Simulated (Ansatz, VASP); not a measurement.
# Two plane-wave programs on ZrN

Contents of INCAR:

```
ALGO = Normal ; EDIFF = 1E-6
ENCUT = 600 ; GGA = PS
GGA_COMPAT = False ; ISIF = 2
ISMEAR = 0 ; IVDW = 12
LASPH = True ; LCHARG = False
LREAL = False ; LWAVE = False
NBANDS = 16 ; NELM = 120
PREC = Accurate ; SIGMA = 0.05
```

File KPOINTS:

```
k-points
0
Gamma
  8 8 8
```

POSCAR

```
ZrN
1.0
    0.0000000000      2.2899822039      2.2899822039
    2.2899822039      0.0000000000      2.2899822039
    2.2899822039      2.2899822039      0.0000000000
Zr N
1 1
Direct
    0.5000000000      0.5000000000      0.5000000000
    0.0000000000      0.0000000000      0.0000000000
```

Input for Ansatz:

```yaml
crystal:
  lattice:
    - [0.0, 2.2899822039, 2.2899822039]
    - [2.2899822039, 0.0, 2.2899822039]
    - [2.2899822039, 2.2899822039, 0.0]
  atoms:
    - { symbol: Zr, position: [0.5, 0.5, 0.5] }
    - { symbol: "N", position: [0.0, 0.0, 0.0] }
basis:
  ecutwfc: 420
  ecutrho_ratio: 4
kpoints:
  mp_grid: { grid: [8, 8, 8] }
hamiltonian:
  xc: pbesol
  dispersion: d3bj
scf:
  occupations: { method: gaussian, width: 0.05 }
output:
  forces: true
  stress: true
  eigenvalues: true
```

Alike in both runs: task single point; functional PBEsol; dispersion D3(BJ); k mesh 8 × 8 × 8; occupations gaussian, width 0.05 eV; no spin polarisation.

```csv
,VASP,Ansatz
version,VASP 6.6.1,Ansatz 0.2.0
potentials or method,"VASP PAW PBE potentials, release 64 (Zr_sv, N), cutoff 600 eV","scalar-relativistic, plane waves, PAW"
valence electrons in the cell,17,17
```

```tsv
	VASP	Ansatz	Ansatz less VASP
gap on the k mesh at the Fermi level (eV)	none	none	-
pressure (GPa)	-9.9	-10.2	-0.26
```

VASP's potentials were made for PBE, not for PBEsol. A gap of «none» marks a metal or a gap that the smearing closes.
